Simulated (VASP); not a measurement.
# Sn (Cmcm) in VASP: single point with PBE

Aim: the single point of Sn with PBE.

Program: VASP 6.6.1. These are calculated values, not measurements. Logs are shortened: lines on timing, memory, paths and dates and some standing lists are left out, and cuts for length are marked.

## Step 1: The cell of the first run

The typed cell holds 2 atoms: a = 3.204 Å, b = 3.204 Å, c = 5.246 Å, α = 90.00°, β = 90.00°, γ = 70.27°.

## Step 2: Single point, PBE

Contents of INCAR:

```
  ALGO = Normal
  EDIFF = 1E-6
  ENCUT = 520
  GGA = PE
  ISIF = 2
  ISMEAR = 0
  LASPH = True
  LCHARG = False
  LREAL = False
  LWAVE = False
  NBANDS = 21
  NELM = 100
  PREC = Accurate
  SIGMA = 0.1
```

Contents of KPOINTS:

```
k-points
0
Gamma
  6 6 4
```

Contents of POSCAR:

```
Sn
1.0
    2.6202086137     -1.8438659037      0.0000000000
    2.6202086137      1.8438659037      0.0000000000
    0.0000000000      0.0000000000      5.2455636991
Sn
2
Direct
    0.7498240020      0.2501759980      0.2500000000
    0.2501759980      0.7498240020      0.7500000000
```

Potentials or basis: VASP PAW PBE potentials, release 64 (Sn_d).

On the command line:

```console
> cat potpaw_PBE.64/Sn_d/POTCAR > POTCAR
> mpirun -np 1 vasp_std > vasp.out
```

OUTCAR:

```text
EDIFF = 1E-6
   ENCUT = 520
   GGA = PE
   ISIF = 2
   ISMEAR = 0
   LASPH = True
   LREAL = False
   NELM = 100
   PREC = Accurate

 ion  position               nearest neighbor table
   1  0.750  0.250  0.250-   2 3.21   2 3.21   2 3.21   2 3.21   2 3.71   2 3.71   2 3.71   2 3.71

   2  0.250  0.750  0.750-   1 3.21   1 3.21   1 3.21   1 3.21   1 3.71   1 3.71   1 3.71   1 3.71

  LATTYP: Found a base centered orthorhombic cell.
 ALAT       =     3.6877318074
 B/A-ratio  =     1.4210407646
 C/A-ratio  =     1.4224363303

  Lattice vectors:

 A1 = (  -2.6202086137,  -1.8438659037,   0.0000000000)
 A2 = (   2.6202086137,  -1.8438659037,   0.0000000000)
 A3 = (   0.0000000000,   0.0000000000,   5.2455636991)

Analysis of symmetry for initial positions (statically):
=====================================================================
 Subroutine PRICEL returns:
 Original cell was already a primitive cell.

 Routine SETGRP: Setting up the symmetry group for a
 base centered orthorhombic supercell.

 Subroutine GETGRP returns: Found  8 space group operations
 (whereof  4 operations were pure point group operations)
 out of a pool of  8 trial point group operations.

The static configuration has the point symmetry C_2h.
 The point group associated with its full space group is D_2h.

Analysis of symmetry for dynamics (positions and initial velocities):
=====================================================================
 Subroutine PRICEL returns:
 Original cell was already a primitive cell.

 Routine SETGRP: Setting up the symmetry group for a
 base centered orthorhombic supercell.

 Subroutine GETGRP returns: Found  8 space group operations
 (whereof  4 operations were pure point group operations)
 out of a pool of  8 trial point group operations.

The dynamic configuration has the point symmetry C_2h.
 The point group associated with its full space group is D_2h.

 Subroutine INISYM returns: Found  8 space group operations
 (whereof  4 operations are pure point group operations),
 and found     1 'primitive' translations

----------------------------------------------------------------------------------------

                                     Primitive cell

  volume of cell :      50.6859

  direct lattice vectors                    reciprocal lattice vectors
     2.620208614 -1.843865904  0.000000000     0.190824501 -0.271169394  0.000000000
     2.620208614  1.843865904  0.000000000     0.190824501  0.271169394  0.000000000
     0.000000000  0.000000000  5.245563699     0.000000000  0.000000000  0.190637281

  length of vectors
     3.203956094  3.203956094  5.245563699     0.331582313  0.331582313  0.190637281

  position of ions in fractional coordinates (direct lattice)
     0.749824002  0.250175998  0.250000000
     0.250175998  0.749824002  0.750000000

  ion indices of the primitive-cell ions
   primitive index   ion index
                 1           1
                 2           2

----------------------------------------------------------------------------------------

 KPOINTS: k-points

Automatic generation of k-mesh.
 Grid dimensions read from file:
 generate k-points for:    6    6    4

 Generating k-lattice:

  Cartesian coordinates                     Fractional coordinates (reciprocal lattice)
     0.031804083 -0.045194899  0.000000000     0.166666667 -0.000000000  0.000000000
     0.031804083  0.045194899  0.000000000    -0.000000000  0.166666667  0.000000000
     0.000000000  0.000000000  0.047659320     0.000000000  0.000000000  0.250000000

  Length of vectors
     0.055263719  0.055263719  0.047659320

  Shift w.r.t. Gamma in fractional coordinates (k-lattice)
     0.000000000  0.000000000  0.000000000

 Subroutine IBZKPT returns following result:
 ===========================================

 Found     39 irreducible k-points:

 Following reciprocal coordinates:
            Coordinates               Weight
  0.000000  0.000000  0.000000      1.000000
  0.166667 -0.000000  0.000000      4.000000
  0.333333  0.000000  0.000000      4.000000
  0.500000 -0.000000  0.000000      2.000000
  0.166667  0.166667  0.000000      2.000000
  0.333333  0.166667  0.000000      4.000000
[... 16 lines left out ...]
  0.333333  0.333333  0.250000      4.000000
  0.500000  0.333333  0.250000      8.000000
 [... further k-points ...]
   k-points           NKPTS =     39   k-points in BZ     NKDIM =     39   number of bands    NBANDS=     21
   number of dos      NEDOS =    301   number of ions     NIONS =      2
   total plane-waves  NPLWV =  23040
   dimension x,y,z NGX =    24 NGY =   24 NGZ =   40
   dimension x,y,z NGXF=    48 NGYF=   48 NGZF=   80
   ions per type =               2
   NGX,Y,Z   is equivalent  to a cutoff of  12.45, 12.45, 12.68 a.u.
   NGXF,Y,Z  is equivalent  to a cutoff of  24.91, 24.91, 25.35 a.u.
 SYSTEM =  unknown system
   PREC   = accura    normal or accurate (medium, high low for compatibility)
   ISTART =      0    job   : 0-new  1-cont  2-samecut
   ICHARG =      2    charge: 1-file 2-atom 10-const
   ISPIN  =      1    spin polarized calculation?
   LNONCOLLINEAR =      F non collinear calculations
   LSORBIT =      F    spin-orbit coupling
   LASPH  =      T    aspherical Exc in radial PAW
   ENCUT  =  520.0 eV  38.22 Ry    6.18 a.u.   5.96  5.96  9.75*2*pi/ulx,y,z
   NELM   =    100;   NELMIN=  2; NELMDL= -5     # of ELM steps
   EDIFF  = 0.1E-05   stopping-criterion for ELM
   LREAL  =      F    real-space projection
   EDIFFG = 0.1E-04   stopping-criterion for IOM
   NSW    =      0    number of steps for IOM
   IBRION =     -1    ionic relax: 0-MD 1-quasi-New 2-CG
   NFREE  =      0    steps in history (QN), initial steepest desc. (CG)
   ISIF   =      2    stress and relaxation
   ISYM   =      2    0-nonsym 1-usesym 2-fastsym
   POTIM  = 0.5000    time-step for ionic-motion
   TEBEG  =    0.0;   TEEND  =   0.0 temperature during run
   PSTRESS=    0.0 pullay stress
   NELECT =      28.0000    total number of electrons
   NUPDOWN=      -1.0000    fix difference up-down
   EMIN   =  10.00;   EMAX   =-10.00  energy-range for DOS
   EFERMI =   0.00;   METHOD = LEGACY
   ISMEAR =     0;   SIGMA  =   0.10  broadening in eV -4-tet -1-fermi 0-gaus
   EFERMI_NEDOS =   21; number of points for ismear=-14 and -15
   IALGO  =     38    algorithm
   IMIX   =      4    mixing-type and parameters
     AMIX     =   0.40;   BMIX     =  1.00
     AMIX_MAG =   1.60;   BMIX_MAG =  1.00
  volume/ion in A,a.u.               =      25.34       171.02
  Fermi-wavevector in a.u.,A,eV,Ry     =   1.343275  2.538422 24.550199  1.804389
  Thomas-Fermi vector in A             =   2.471362
   LORBIT       =      0    0 simple, 1 ext, 2 COOP (PROOUT), +10 PAW based schemes
   GGA     = PE    functional components
   LHFCALC =     F    Hartree Fock is set to
   AEXX    =    0.0000 exact exchange contribution
   IVDW    =     0    specifies the selected vdW correction
   LEPSILON=     F    determine dielectric tensor
   LRPA    =     F    only Hartree local field effects (RPA)
 non-spin polarized calculation
 Gauss-broadening in eV      SIGMA  =   0.10
  energy-cutoff  :      520.00
  volume of cell :       50.69
 maximum number of plane-waves:      1382
   NGX = 11   NGY = 11   NGZ = 19

 number of electron      28.0000006 magnetization

 Free energy of the ion-electron system (eV)
  ---------------------------------------------------
  ext. energy  EPLUGINS =         0.00000000
  ---------------------------------------------------
  free energy    TOTEN  =        -7.45919882 eV

  energy without entropy =       -7.44645637  energy(sigma->0) =       -7.45282759

 E-fermi :   8.9478     XC(G=0): -10.7008

 val. band max:        8.9322049434   @ k =   0.3333   0.0000   0.2500
 cond. band min:       8.9608436729   @ k =   0.5000   0.3333   0.2500
 fundamental gap:      0.0286387296
 Fermi energy:         8.9477693210

 k-point     1 :       0.0000    0.0000    0.0000
  band No.  band energies     occupation
      1     -12.7123      2.00000
      2     -12.6554      2.00000
      3     -12.6455      2.00000
      4     -12.6431      2.00000
      5     -12.6267      2.00000
      6     -12.4956      2.00000
[... 13 lines left out ...]
     20      17.6310      0.00000
     21      21.2034      0.00000

 k-point     2 :       0.1667   -0.0000    0.0000
  band No.  band energies     occupation
      1     -12.6868      2.00000
      2     -12.6561      2.00000
      3     -12.6362      2.00000
      4     -12.5987      2.00000
      5     -12.5973      2.00000
      6     -12.4956      2.00000
[... 13 lines left out ...]
     20      19.7197      0.00000
     21      19.7266      0.00000

 k-point     3 :       0.3333    0.0000    0.0000
  band No.  band energies     occupation
      1     -12.6700      2.00000
      2     -12.6684      2.00000
      3     -12.6174      2.00000
      4     -12.5375      2.00000
      5     -12.5347      2.00000
      6     -12.5011      2.00000
[... 13 lines left out ...]
     20      19.6980      0.00000
     21      20.8483      0.00000

 k-point     4 :       0.5000   -0.0000    0.0000
  band No.  band energies     occupation
      1     -12.6737      2.00000
      2     -12.6736      2.00000
      3     -12.5847      2.00000
      4     -12.5846      2.00000
      5     -12.5036      2.00000
      6     -12.5035      2.00000
[... 13 lines left out ...]
     20      19.8142      0.00000
     21      20.2604      0.00000

 k-point     5 :       0.1667    0.1667    0.0000
  band No.  band energies     occupation
      1     -12.6574      2.00000
      2     -12.6381      2.00000
      3     -12.6285      2.00000
      4     -12.6111      2.00000
      5     -12.5884      2.00000
      6     -12.5298      2.00000
[... 13 lines left out ...]
     20      19.0096      0.00000
     21      19.3441      0.00000
[... 382 lines left out ...]
     20      19.5907      0.00000
     21      21.1959      0.00000

 k-point    22 :      -0.1667    0.1667    0.2500
  band No.  band energies     occupation
      1     -12.6511      2.00000
      2     -12.6486      2.00000
      3     -12.6217      2.00000
      4     -12.6166      2.00000
      5     -12.5141      2.00000
      6     -12.5085      2.00000
[... 13 lines left out ...]
     20      18.9499      0.00000
     21      21.9421      0.00000

 k-point    23 :       0.3333    0.3333    0.2500
  band No.  band energies     occupation
      1     -12.6444      2.00000
      2     -12.6399      2.00000
      3     -12.6070      2.00000
      4     -12.5996      2.00000
      5     -12.5174      2.00000
      6     -12.4922      2.00000
[... 13 lines left out ...]
     20      17.8044      0.00000
     21      18.0529      0.00000

 k-point    24 :       0.5000    0.3333    0.2500
  band No.  band energies     occupation
      1     -12.6617      2.00000
      2     -12.6390      2.00000
      3     -12.6191      2.00000
      4     -12.5990      2.00000
      5     -12.5066      2.00000
      6     -12.4985      2.00000
[... 13 lines left out ...]
     20      16.2169      0.00000
     21      18.3114      0.00000

 [... further k-points ...]

------------------------ aborting loop because EDIFF is reached ----------------------------------------

  FORCE on cell =-STRESS in cart. coord.  units (eV):
  Direction    XX          YY          ZZ          XY          YZ          ZX
  --------------------------------------------------------------------------------------
  -------------------------------------------------------------------------------------
  Total        0.8930729      1.2522587      2.4937610      0.0000000      0.0000000      0.0000000
  in kB       28.2299527     39.5837816     78.8275522      0.0000000      0.0000000      0.0000000
  external PRESSURE =      48.8804288 kB  Pullay stress =       0.0000000 kB

 VOLUME and BASIS-vectors are now :
 -----------------------------------------------------------------------------
  energy-cutoff  :      520.00
  volume of cell :       50.69
      direct lattice vectors                 reciprocal lattice vectors
     2.620208614 -1.843865904  0.000000000     0.190824501 -0.271169394  0.000000000
     2.620208614  1.843865904  0.000000000     0.190824501  0.271169394  0.000000000
     0.000000000  0.000000000  5.245563699     0.000000000  0.000000000  0.190637281

 POSITION                                       TOTAL-FORCE (eV/Angst)
 -----------------------------------------------------------------------------------
      2.62021     -0.92128      1.31139         0.000000     -0.000603      0.000000
      2.62021      0.92128      3.93417         0.000000      0.000603     -0.000000
 -----------------------------------------------------------------------------------
    total drift:                                0.000000      0.000000      0.000000

  FREE ENERGIE OF THE ION-ELECTRON SYSTEM (eV)
  ---------------------------------------------------
  free  energy   TOTEN  =        -7.4591988165 eV

  energy  without entropy=       -7.4464563657  energy(sigma->0) =       -7.45282759
```

Wall time 9.4 s (1 thread of Intel Xeon 6975P-C (Granite Rapids), shared host); peak memory 0.17 GiB.

What came out:

| Item | Value |
| --- | --- |
| Free energy | -7.4592 eV |
| Pressure | 4.9 GPa |
| Band gap on the k mesh | zero (band 14 reaches 13.32 eV, above the bottom of band 15 at 7.05 eV) |

Stress tensor (GPa, compression positive):
```
2.82 0.00 0.00
0.00 3.96 0.00
0.00 0.00 7.88
```

Caveat: spin-orbit coupling is left out, which moves the levels of the heavy elements.
